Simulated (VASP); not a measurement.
Write the native input for VASP 6.6.1 that does the following.

```yaml
Task: electric field gradients
Functional: PBEsol
Potentials_or_basis: VASP PAW PBE potentials, release 64 (Ti_sv, N)
Cutoff: 520 eV
k_mesh: 13 × 13 × 13
Occupations: fermi-dirac, width 0.05 eV
Spin: no spin polarisation
Dipole_correction: no
Further_INCAR_settings: ALGO = Normal; EDIFF = 1e-08; NBANDS = 16
```

The structure of TiN lies in POSCAR:

```
TiN
1.0
    0.0000000000      2.1499242549      2.1499242549
    2.1499242549      0.0000000000      2.1499242549
    2.1499242549      2.1499242549      0.0000000000
Ti N
1 1
Direct
    0.0000000000      0.0000000000      0.0000000000
    0.5000000000      0.5000000000      0.5000000000
```

This cell differs from its parent crystal: volume scaled by 1.04.

The input as run:

INCAR

```
PREC = Accurate
ENCUT = 520
EDIFF = 1E-8
ISMEAR = -1
SIGMA = 0.05
LREAL = F
LASPH = T
NELM = 120
ALGO = Normal
ISIF = 2
LWAVE = F
LCHARG = F
GGA = PS
LEFG = T
NBANDS = 16
GGA_COMPAT = F
```

KPOINTS

```
Automatic mesh
0
Gamma
  13 13 13
```

Potentials or basis: VASP PAW PBE potentials, release 64 (Ti_sv, N).

Launch:

```bash
$ cat potpaw_PBE.64/Ti_sv/POTCAR potpaw_PBE.64/N/POTCAR > POTCAR
$ mpirun -np 1 vasp_std > vasp.out
```

Results of the run:

```yaml
Pressure: -17.2 GPa
```

Caveat: without QUAD_EFG the Cq values of the log hold for a quadrupole moment of 1 mb, not for the nuclei; the PAW data sets were made with another functional, which shifts forces and pressure a little.

It took 19 s on 1 thread of Intel(R) Xeon(R) Platinum 8488C (Sapphire Rapids), on a shared host, peak memory 0.15 GiB.
